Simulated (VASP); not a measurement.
Input of a VASP 6.6.1 run:

Contents of INCAR:

```
SYSTEM = Te2Pt
  ALGO = Normal
  EDIFF = 1E-6
  ENCUT = 500
  GGA = CA
  GGA_COMPAT = .FALSE.
  ISIF = 2
  ISMEAR = 0
  LASPH = .TRUE.
  LCHARG = .FALSE.
  LDAU = .TRUE.
  LDAUJ = 0 0.5
  LDAUL = -1 2
  LDAUPRINT = 1
  LDAUTYPE = 1
  LDAUU = 0 4
  LMAXMIX = 4
  LNONCOLLINEAR = .TRUE.
  LORBIT = 11
  LREAL = .FALSE.
  LWAVE = .FALSE.
  MAGMOM = 0 0 0 0 0 0 0 0 0 0 0 0 0 0 0 0 0 0
  NBANDS = 60
  NELM = 200
  PREC = Accurate
  SIGMA = 0.05
```

File KPOINTS:

```
k-points
0
G
  6 6 2
  0 0 0
```

File POSCAR:

```
Te2Pt
1.0
    4.0179994500      0.0000000000      0.0000000000
   -2.0089997300      3.4796896000      0.0000000000
    0.0000000000      0.0000000000     10.4239986600
Te Pt
4 2
Direct
    0.3333333333      0.6666666667      0.1250000000
    0.6666666667      0.3333333333      0.3750000000
    0.3333333333      0.6666666667      0.6250000000
    0.6666666667      0.3333333333      0.8750000000
    0.0000000000      0.0000000000      0.0000000000
    0.0000000000      0.0000000000      0.5000000000
```

Potentials or basis: VASP PAW LDA potentials, release 64 (Te, Pt).

Run with:

```bash
$ cat potpaw_LDA.64/Te/POTCAR potpaw_LDA.64/Pt/POTCAR > POTCAR
$ mpirun -np 1 vasp_ncl > vasp.out
```

Problem. Estimate the pressure.

Solution. -0.5 GPa.

Problem. What does it give for the net moment?

Solution. 0.00 μB per cell.

Problem. What does it give for the largest force?

Solution. 0.437 eV/Å.

Problem. What does it give for the band gap on the k mesh?

Solution. Zero (bands 44 and 45 overlap by 1.37 eV).

Moments on the atoms (μB; x, y, z):
```
Te  0.00 0.00 0.00
Te  0.00 0.00 0.00
Te  0.00 0.00 0.00
Te  0.00 0.00 0.00
Pt  0.00 0.00 0.00
Pt  0.00 0.00 0.00
```

Caveat: spin-orbit coupling is left out, which moves the levels of the heavy elements; the U is typed as a test and isn't derived for this compound. The state reached can hang on the start; a lower one may exist.
